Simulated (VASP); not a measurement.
Input of a VASP 6.6.1 run:

The input INCAR:

```
PREC     = Accurate       # precision mode
ENCUT    = 520            # plane-wave cutoff, eV
EDIFF    = 1E-7           # SCF threshold, eV
ISMEAR   = 0              # smearing method
SIGMA    = 0.02           # smearing width, eV
LREAL    = Auto         
LASPH    = T              # aspherical terms in the spheres
NELM     = 60             # most SCF steps
ALGO     = Normal         # electronic algorithm
ISIF     = 2              # what is computed and relaxed
LWAVE    = F              # write WAVECAR
LCHARG   = F              # write CHGCAR
GGA      = PE             # functional
IVDW     = 12             # dispersion correction
NBANDS   = 55             # bands
```

File KPOINTS:

```
Automatic mesh
0
Gamma
  2 2 1
```

Contents of POSCAR:

```
Si16H5Cl
1.0
    7.6791800000      0.0000000000      0.0000000000
    3.8395900000      6.6503650000      0.0000000000
    0.0000000000      0.0000000000     18.4187650000
H Si Cl
5 16 1
Direct
    0.1666666792      0.1666666416      0.0542924566
    0.6666666792      0.1666666416      0.0542924566
    0.1666666416      0.6666667168      0.0542924566
    0.6666666416      0.6666667168      0.0542924566
   -0.0406960354     -0.0233167653      0.2664960979
    0.1666666792      0.1666666416      0.1357311416
    0.6666666792      0.1666666416      0.1357311416
    0.1666666416      0.6666667168      0.1357311416
    0.6666666416      0.6666667168      0.1357311416
   -0.1667729930      0.3343484155      0.1760167416
    0.3328183746      0.3338069414      0.1766711286
   -0.1693162923      0.8327275270      0.1780544461
    0.3351248726      0.8303568300      0.1795486288
   -0.1706052811      0.3402859843      0.3042114930
    0.3301334378      0.3275378118      0.3050657305
   -0.1996121635      0.8512973348      0.3058867953
    0.3226024568      0.8687512640      0.3104957363
   -0.0156881028      0.0081487257      0.3487054642
    0.4914022243      0.0160230303      0.3703495321
   -0.0085961724      0.5149994023      0.3428697852
    0.4822905870      0.5225210947      0.3167121683
   -0.0072294623      0.5102673312      0.4565710025
```

Potentials or basis: VASP PAW PBE potentials, release 64 (H, Si, Cl).

The run is started by

```sh
$ cat potpaw_PBE.64/H/POTCAR potpaw_PBE.64/Si/POTCAR potpaw_PBE.64/Cl/POTCAR > POTCAR
$ mpirun -np 1 vasp_std > vasp.out
```

(1) Predict the largest force.

(2) What does it give for the band gap on the k mesh?

(3) What does it give for the dispersion energy per atom?

## Answers

(1) 0.370 eV/Å.

(2) 0.33 eV.

(3) -0.186 eV.

Caveat: the k points lie up to 0.47 Å⁻¹ apart.
